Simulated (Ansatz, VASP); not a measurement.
PbSe in VASP and in Ansatz

```xyz
4
Lattice="5.3495 0.0000 0.0000 0.0000 5.3495 0.0000 0.0000 0.0000 4.2213" Properties=species:S:1:pos:R:3 pbc="T T T"
Pb    2.6747    0.0000    1.3434
Pb    0.0000    2.6747    2.8779
Se    0.0000    0.0000    0.0000
Se    2.6747    2.6747    0.0000
```

Alike in both runs: task single point; functional r2SCAN; k mesh 6 × 6 × 8; occupations gaussian, width 0.05 eV; no spin polarisation.

|  | VASP | Ansatz |
| --- | --- | --- |
| version | VASP 6.6.1 | Ansatz 0.2.0 |
| potentials or method | VASP PAW PBE potentials, release 64 (Pb_d, Se), cutoff 520 eV | scalar-relativistic, plane waves, PAW |
| valence electrons in the cell | 40 | 60 |

```csv
,VASP,Ansatz,Ansatz less VASP
gap on the k mesh at the Fermi level (eV),0.70,0.71,+0.005
least direct gap on the mesh (eV),1.10,1.10,-0.001
pressure (GPa),-1.0,-1.1,-0.03
"traceless stress, the component that is largest in VASP (GPa)",0.23,0.27,+0.034
rms of the force components (eV/Å),0.039,0.044,+0.0044
```

VASP's potentials were made for PBE, not for r2SCAN. Atom by atom the forces differ by 0.004 eV/Å (rms over components). VASP's potentials hold 40 valence electrons a cell and Ansatz's 60, so a difference there can come from the potentials and not from the codes.

Neither program's run includes spin-orbit coupling.
